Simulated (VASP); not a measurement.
A run of VASP 6.6.1 is set up as follows.

The input INCAR:

```
PREC = Accurate
ENCUT = 520
EDIFF = 1E-7
ISMEAR = 0
SIGMA = 0.05
LREAL = False
LASPH = True
NELM = 80
ALGO = Normal
ISIF = 2
LWAVE = False
LCHARG = False
GGA = PE
NBANDS = 46
NELECT = 71.0
```

KPOINTS

```
Automatic mesh
0
Gamma
  6 6 8
```

POSCAR

```
ZnO
1.0
    5.5175700700      0.0000000000      0.0000000000
    0.0000000000      5.5175700700      0.0000000000
    0.0000000000      0.0000000000      3.2587787700
Zn O
4 4
Direct
    0.1819728400      0.1819728400      0.5000000000
    0.8180271600      0.8180271600      0.5000000000
    0.6819728400      0.3180271600      0.0000000000
    0.3180271600      0.6819728400      0.0000000000
    0.8172472300      0.1827527700      0.5000000000
    0.1827527700      0.8172472300      0.5000000000
    0.6827527700      0.6827527700      0.0000000000
    0.3172472300      0.3172472300      0.0000000000
```

Potentials or basis: VASP PAW PBE potentials, release 64 (Zn, O).

The run is started by

```console
$ cat potpaw_PBE.64/Zn/POTCAR potpaw_PBE.64/O/POTCAR > POTCAR
$ mpirun -np 1 vasp_std > vasp.out
```

**Question.** Estimate the largest force.

**Answer.** 0.096 eV/Å.

Forces on the atoms (eV/Å):
```
Zn   0.036  0.036  0.000
Zn  -0.036 -0.036  0.000
Zn   0.036 -0.036  0.000
Zn  -0.036  0.036  0.000
O    0.068 -0.068  0.000
O   -0.068  0.068  0.000
O   -0.068 -0.068  0.000
O    0.068  0.068  0.000
```

Caveat: the cell carries a net charge on a neutralising background, which shifts energy and pressure; an odd number of electrons without spin polarisation forces a metal; a magnetic or distorted state may lie lower.
